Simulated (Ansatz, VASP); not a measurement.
**KCl in VASP and in Ansatz**

```xyz
2
Lattice="0.0000 3.0930 3.1561 3.0930 0.0000 3.1561 3.0930 3.0930 0.0000" Properties=species:S:1:pos:R:3 pbc="T T T"
K     0.0000    0.0000    0.0000
Cl    3.0930    3.0930    3.1561
```

Change from the starting cell: equal xx and yy strain of -2 %, PAW files.

Alike in both runs: task electric field gradients; functional PBEsol; k mesh 7 × 7 × 7; occupations fermi-dirac, width 0.03 eV; no spin polarisation.

|  | VASP | Ansatz |
| --- | --- | --- |
| version | VASP 6.6.1 | Ansatz 0.2.0 |
| potentials or method | VASP PAW PBE potentials, release 64 (K_sv, Cl) | PAW with Ansatz's default frozen-core files, scalar-relativistic |
| plane-wave cutoff (eV) | 520 | 420 |
| valence electrons in the cell | 16 | 16 |

|  | VASP | Ansatz | Ansatz less VASP |
| --- | --- | --- | --- |
| gap on the k mesh at the Fermi level (eV) | 5.12 | 5.12 | +0.004 |
| pressure (GPa) | 0.2 | 0.2 | -0.05 |
| traceless stress, the component that is largest in VASP (GPa) | -0.51 | -0.50 | +0.012 |
| size of Vzz on the site where it differs most (V/Å²) | 2.2 | 2.1 | -0.05 |

VASP's potentials were made for PBE, not for PBEsol. The functional is the same, so the differences come from potentials, cutoffs and numerics.
